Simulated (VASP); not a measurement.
# TaN (P-6m2) in VASP: notebook

The runs below take TaN through single point, relaxation of cell and atoms, with LDA.

Everything below comes from runs of VASP 6.6.1. Logs are shortened: lines on timing, memory, paths and dates and some standing lists are left out, and cuts for length are marked.

## Step 1: The cell of the first run

Symmetry: P-6m2, No. 187, hexagonal system. The conventional cell has a = 2.889 Å, b = 2.889 Å, c = 2.836 Å, α = 90.00°, β = 90.00°, γ = 120.00°. Ta (site symmetry -6m2) has 6 N at 2.19 Å and 8 Ta at 2.84 to 2.89 Å within 2.9 Å. Within 2.9 Å of N (site symmetry -6m2) lie 6 Ta at 2.19 Å and 8 N at 2.84 to 2.89 Å.

## Step 2: Single point, LDA

Contents of INCAR:

```
SYSTEM = TaN
PREC = Accurate
ENCUT = 520
EDIFF = 1E-6
ISMEAR = -1
SIGMA = 0.15
LREAL = .False.
LASPH = .True.
NELM = 60
ALGO = Normal
ISIF = 2
LWAVE = .False.
LCHARG = .True.
LELF = .True.
LVHAR = .True.
NBANDS = 15
```

Contents of KPOINTS:

```
regular mesh
0
Gamma
  18 18 14
  0 0 0
```

Contents of POSCAR:

```
TaN
1.0
    2.8886139281      0.0000000000      0.0000000000
   -1.4443069641      2.5016130435      0.0000000000
    0.0000000000      0.0000000000      2.8363044280
Ta N
1 1
Direct
    0.3333333333      0.6666666667      0.5000000000
    0.0000000000      0.0000000000      0.0000000000
```

Potentials or basis: VASP PAW LDA potentials, release 64 (Ta_pv, N).

On the command line:

```
> cat potpaw_LDA.64/Ta_pv/POTCAR potpaw_LDA.64/N/POTCAR > POTCAR
> mpirun -np 1 vasp_std > vasp.out
```

OUTCAR:

```text
SYSTEM = TaN
   PREC = Accurate
   ENCUT = 520
   EDIFF = 1E-6
   ISMEAR = -1
   LREAL = .False.
   LASPH = .True.
   NELM = 60
   ISIF = 2

 ion  position               nearest neighbor table
   1  0.333  0.667  0.500-   2 2.19   2 2.19   2 2.19   2 2.19   2 2.19   2 2.19
   2  0.000  0.000  0.000-   1 2.19   1 2.19   1 2.19   1 2.19   1 2.19   1 2.19

  LATTYP: Found a hexagonal cell.
 ALAT       =     2.8886139281
 C/A-ratio  =     0.9818911418

  Lattice vectors:

 A1 = (   2.8886139281,   0.0000000000,   0.0000000000)
 A2 = (  -1.4443069641,   2.5016130435,   0.0000000000)
 A3 = (   0.0000000000,   0.0000000000,   2.8363044280)

Analysis of symmetry for initial positions (statically):
=====================================================================
 Subroutine PRICEL returns:
 Original cell was already a primitive cell.

 Routine SETGRP: Setting up the symmetry group for a
 hexagonal supercell.

 Subroutine GETGRP returns: Found 12 space group operations
 (whereof 12 operations were pure point group operations)
 out of a pool of 24 trial point group operations.

The static configuration has the point symmetry D_3h.

Analysis of symmetry for dynamics (positions and initial velocities):
=====================================================================
 Subroutine PRICEL returns:
 Original cell was already a primitive cell.

 Routine SETGRP: Setting up the symmetry group for a
 hexagonal supercell.

 Subroutine GETGRP returns: Found 12 space group operations
 (whereof 12 operations were pure point group operations)
 out of a pool of 24 trial point group operations.

The dynamic configuration has the point symmetry D_3h.

 Subroutine INISYM returns: Found 12 space group operations
 (whereof 12 operations are pure point group operations),
 and found     1 'primitive' translations

----------------------------------------------------------------------------------------

                                     Primitive cell

  volume of cell :      20.4957

  direct lattice vectors                    reciprocal lattice vectors
     2.888613928  0.000000000  0.000000000     0.346186796  0.199871040  0.000000000
    -1.444306964  2.501613043  0.000000000     0.000000000  0.399742079  0.000000000
     0.000000000  0.000000000  2.836304428     0.000000000  0.000000000  0.352571462

  length of vectors
     2.888613928  2.888613928  2.836304428     0.399742079  0.399742079  0.352571462

  position of ions in fractional coordinates (direct lattice)
     0.333333333  0.666666667  0.500000000
     0.000000000  0.000000000  0.000000000

  ion indices of the primitive-cell ions
   primitive index   ion index
                 1           1
                 2           2

----------------------------------------------------------------------------------------

 KPOINTS: regular mesh

Automatic generation of k-mesh.
 Grid dimensions read from file:
 generate k-points for:   18   18   14

 Generating k-lattice:

  Cartesian coordinates                     Fractional coordinates (reciprocal lattice)
     0.019232600  0.011103947  0.000000000     0.055555556  0.000000000  0.000000000
     0.000000000  0.022207893  0.000000000     0.000000000  0.055555556  0.000000000
     0.000000000  0.000000000  0.025183676     0.000000000  0.000000000  0.071428571

  Length of vectors
     0.022207893  0.022207893  0.025183676

  Shift w.r.t. Gamma in fractional coordinates (k-lattice)
     0.000000000  0.000000000  0.000000000

 Subroutine IBZKPT returns following result:
 ===========================================

 Found    296 irreducible k-points:

 Following reciprocal coordinates:
            Coordinates               Weight
  0.000000  0.000000  0.000000      1.000000
  0.055556 -0.000000  0.000000      6.000000
  0.111111 -0.000000  0.000000      6.000000
  0.166667 -0.000000  0.000000      6.000000
  0.222222 -0.000000  0.000000      6.000000
  0.277778  0.000000  0.000000      6.000000
[... 16 lines left out ...]
  0.333333  0.111111  0.000000     12.000000
  0.388889  0.111111  0.000000     12.000000
 [... further k-points ...]
   k-points           NKPTS =    296   k-points in BZ     NKDIM =    296   number of bands    NBANDS=     15
   number of dos      NEDOS =    301   number of ions     NIONS =      2
   total plane-waves  NPLWV =  13824
   dimension x,y,z NGX =    24 NGY =   24 NGZ =   24
   dimension x,y,z NGXF=    48 NGYF=   48 NGZF=   48
   ions per type =               1   1
   NGX,Y,Z   is equivalent  to a cutoff of  13.81, 13.81, 14.07 a.u.
   NGXF,Y,Z  is equivalent  to a cutoff of  27.63, 27.63, 28.13 a.u.
 SYSTEM =  TaN
   PREC   = accura    normal or accurate (medium, high low for compatibility)
   ISTART =      0    job   : 0-new  1-cont  2-samecut
   ICHARG =      2    charge: 1-file 2-atom 10-const
   ISPIN  =      1    spin polarized calculation?
   LNONCOLLINEAR =      F non collinear calculations
   LSORBIT =      F    spin-orbit coupling
   LASPH  =      T    aspherical Exc in radial PAW
   ENCUT  =  520.0 eV  38.22 Ry    6.18 a.u.   5.37  5.37  5.27*2*pi/ulx,y,z
   NELM   =     60;   NELMIN=  2; NELMDL= -5     # of ELM steps
   EDIFF  = 0.1E-05   stopping-criterion for ELM
   LREAL  =      F    real-space projection
   EDIFFG = 0.1E-04   stopping-criterion for IOM
   NSW    =      0    number of steps for IOM
   IBRION =     -1    ionic relax: 0-MD 1-quasi-New 2-CG
   NFREE  =      0    steps in history (QN), initial steepest desc. (CG)
   ISIF   =      2    stress and relaxation
   ISYM   =      2    0-nonsym 1-usesym 2-fastsym
   POTIM  = 0.5000    time-step for ionic-motion
   TEBEG  =    0.0;   TEEND  =   0.0 temperature during run
   PSTRESS=    0.0 pullay stress
   NELECT =      16.0000    total number of electrons
   NUPDOWN=      -1.0000    fix difference up-down
   EMIN   =  10.00;   EMAX   =-10.00  energy-range for DOS
   EFERMI =   0.00;   METHOD = LEGACY
   ISMEAR =    -1;   SIGMA  =   0.15  broadening in eV -4-tet -1-fermi 0-gaus
   EFERMI_NEDOS =   21; number of points for ismear=-14 and -15
   IALGO  =     38    algorithm
   IMIX   =      4    mixing-type and parameters
     AMIX     =   0.40;   BMIX     =  1.00
     AMIX_MAG =   1.60;   BMIX_MAG =  1.00
  volume/ion in A,a.u.               =      10.25        69.16
  Fermi-wavevector in a.u.,A,eV,Ry     =   1.507396  2.848565 30.915735  2.272242
  Thomas-Fermi vector in A             =   2.617987
   LORBIT       =      0    0 simple, 1 ext, 2 COOP (PROOUT), +10 PAW based schemes
   GGA     = CA    functional components
   LHFCALC =     F    Hartree Fock is set to
   AEXX    =    0.0000 exact exchange contribution
   IVDW    =     0    specifies the selected vdW correction
   LEPSILON=     F    determine dielectric tensor
   LRPA    =     F    only Hartree local field effects (RPA)
 non-spin polarized calculation
  energy-cutoff  :      520.00
  volume of cell :       20.50
 maximum number of plane-waves:       574
 NGX is ok and might be reduce to    24
   NGX = 11   NGY = 11   NGZ = 11

 number of electron      15.9999999 magnetization

 Free energy of the ion-electron system (eV)
  ---------------------------------------------------
  ext. energy  EPLUGINS =         0.00000000
  ---------------------------------------------------
  free energy    TOTEN  =       -24.70826938 eV

  energy without entropy =      -24.69743046  energy(sigma->0) =      -24.70284992

 E-fermi :   8.6998     XC(G=0): -13.8543

 val. band max:        8.6673425870   @ k =   0.0556  -0.0000   0.4286
 cond. band min:       8.7403243051   @ k =   0.0000   0.0000   0.3571
 fundamental gap:      0.0729817181
 Fermi energy:         8.6997883234

 k-point     1 :       0.0000    0.0000    0.0000
  band No.  band energies     occupation
      1     -25.8365      2.00000
      2     -25.5384      2.00000
      3     -25.5384      2.00000
      4      -9.2663      2.00000
      5       3.8887      2.00000
      6       3.8887      2.00000
      7       4.2132      2.00000
      8       5.7209      2.00000
      9      11.4098      0.00000
     10      12.4685      0.00000
     11      12.4685      0.00000
     12      12.8806      0.00000
     13      12.8806      0.00000
     14      21.2267      0.00000
     15      22.2303      0.00000

 k-point     2 :       0.0556   -0.0000    0.0000
  band No.  band energies     occupation
      1     -25.8312      2.00000
      2     -25.5803      2.00000
      3     -25.5472      2.00000
      4      -9.1937      2.00000
      5       3.6723      2.00000
      6       3.9436      2.00000
      7       4.3287      2.00000
      8       5.6155      2.00000
      9      11.6612      0.00000
     10      12.3161      0.00000
     11      12.4768      0.00000
     12      12.8439      0.00000
     13      12.9767      0.00000
     14      21.2273      0.00000
     15      22.2090      0.00000

 k-point     3 :       0.1111   -0.0000    0.0000
  band No.  band energies     occupation
      1     -25.8159      2.00000
      2     -25.6993      2.00000
      3     -25.5723      2.00000
      4      -8.9842      2.00000
      5       3.1734      2.00000
      6       4.1000      2.00000
      7       4.5875      2.00000
      8       5.3297      2.00000
      9      11.9104      0.00000
     10      12.3334      0.00000
     11      12.5121      0.00000
     12      12.7399      0.00000
     13      13.2256      0.00000
     14      21.2289      0.00000
     15      22.1552      0.00000

 k-point     4 :       0.1667   -0.0000    0.0000
  band No.  band energies     occupation
      1     -25.8771      2.00000
      2     -25.7923      2.00000
      3     -25.6105      2.00000
      4      -8.6617      2.00000
      5       2.5451      2.00000
      6       4.3339      2.00000
      7       4.9325      2.00000
      8       4.9337      2.00000
      9      11.4245      0.00000
     10      12.5852      0.00000
     11      12.6009      0.00000
     12      13.2156      0.00000
     13      13.5362      0.00000
     14      21.2313      0.00000
     15      22.1211      0.00000
[... 307 lines left out ...]
 k-point    22 :       0.2778    0.1111    0.0000
  band No.  band energies     occupation
      1     -26.4968      2.00000
      2     -25.8289      2.00000
      3     -25.6948      2.00000
      4      -7.2749      2.00000
      5       0.8386      2.00000
      6       3.6695      2.00000
      7       4.5600      2.00000
      8       6.0656      2.00000
      9      10.6930      0.00000
     10      11.4215      0.00000
     11      13.7790      0.00000
     12      14.8127      0.00000
     13      16.1217      0.00000
     14      21.2388      0.00000
     15      22.8069      0.00000

 k-point    23 :       0.3333    0.1111    0.0000
  band No.  band energies     occupation
      1     -26.6319      2.00000
      2     -25.8771      2.00000
      3     -25.6721      2.00000
      4      -6.9310      2.00000
      5       0.5295      2.00000
      6       3.4274      2.00000
      7       4.4153      2.00000
      8       6.2076      2.00000
      9      11.1899      0.00000
     10      11.2089      0.00000
     11      13.8571      0.00000
     12      14.9649      0.00000
     13      16.9921      0.00000
     14      21.2334      0.00000
     15      22.4682      0.00000

 k-point    24 :       0.3889    0.1111    0.0000
  band No.  band energies     occupation
      1     -26.7186      2.00000
      2     -25.9084      2.00000
      3     -25.6573      2.00000
      4      -6.6986      2.00000
      5       0.3396      2.00000
      6       3.2762      2.00000
      7       4.2723      2.00000
      8       6.2691      2.00000
      9      11.0421      0.00000
     10      11.9365      0.00000
     11      13.5723      0.00000
     12      15.0436      0.00000
     13      17.9003      0.00000
     14      21.1857      0.00000
     15      21.5666      0.00000

 [... further k-points ...]
[... 5 lines left out ...]
  --------------------------------------------------------------------------------------
  -------------------------------------------------------------------------------------
  Total        1.1618485      1.1618485      1.1909729     -0.0000000     -0.0000000     -0.0000000
  in kB       90.8233675     90.8233675     93.1000665     -0.0000000     -0.0000000     -0.0000000
  external PRESSURE =      91.5822672 kB  Pullay stress =       0.0000000 kB

 VOLUME and BASIS-vectors are now :
 -----------------------------------------------------------------------------
  energy-cutoff  :      520.00
  volume of cell :       20.50
      direct lattice vectors                 reciprocal lattice vectors
     2.888613928  0.000000000  0.000000000     0.346186796  0.199871040  0.000000000
    -1.444306964  2.501613043  0.000000000     0.000000000  0.399742079  0.000000000
     0.000000000  0.000000000  2.836304428     0.000000000  0.000000000  0.352571462

 POSITION                                       TOTAL-FORCE (eV/Angst)
 -----------------------------------------------------------------------------------
     -0.00000      1.66774      1.41815        -0.000000      0.000000      0.000000
      0.00000      0.00000      0.00000         0.000000     -0.000000      0.000000
 -----------------------------------------------------------------------------------
    total drift:                                0.000000     -0.000000     -0.000000

  FREE ENERGIE OF THE ION-ELECTRON SYSTEM (eV)
  ---------------------------------------------------
  free  energy   TOTEN  =       -24.7082693845 eV

  energy  without entropy=      -24.6974304646  energy(sigma->0) =      -24.70284992
```

Wall time 90 s (1 thread of Intel Xeon 8259CL, shared host); peak memory 0.21 GiB.

Results:

- Free energy: -24.7083 eV
- Pressure: 9.2 GPa
- Band gap on the k mesh: zero (bands 8 and 9 overlap by 0.38 eV)

Stress tensor (GPa, compression positive):
```
9.08 0.00 0.00
0.00 9.08 0.00
0.00 0.00 9.31
```

Levels at points of the mesh, in eV from the Fermi level:
| k point | band 4 | band 5 | band 6 | band 7 | band 8 | band 9 | band 10 | band 11 | band 12 | band 13 |
| --- | --- | --- | --- | --- | --- | --- | --- | --- | --- | --- |
| (0.00, 0.00, 0.00) | -17.97 | -4.81 | -4.81 | -4.49 | -2.98 | 2.71 | 3.77 | 3.77 | 4.18 | 4.18 |
| (0.50, 0.00, 0.00) | -15.42 | -8.56 | -5.49 | -3.74 | -3.26 | 3.10 | 4.30 | 5.43 | 5.61 | 8.01 |
| (0.00, 0.00, 0.50) | -14.94 | -9.66 | -3.95 | -3.95 | -0.18 | -0.18 | 2.53 | 3.38 | 3.38 | 8.70 |
| (0.50, 0.00, 0.50) | -15.89 | -7.63 | -6.37 | -6.01 | -0.22 | 4.51 | 5.69 | 6.47 | 7.48 | 10.86 |

Caveat: the cell stands under pressure; spin-orbit coupling is left out, which moves the levels of the heavy elements.

(Continued in part 2 of 2.)

The gap in the log of VASP goes by the Fermi energy; the results here count the filled bands.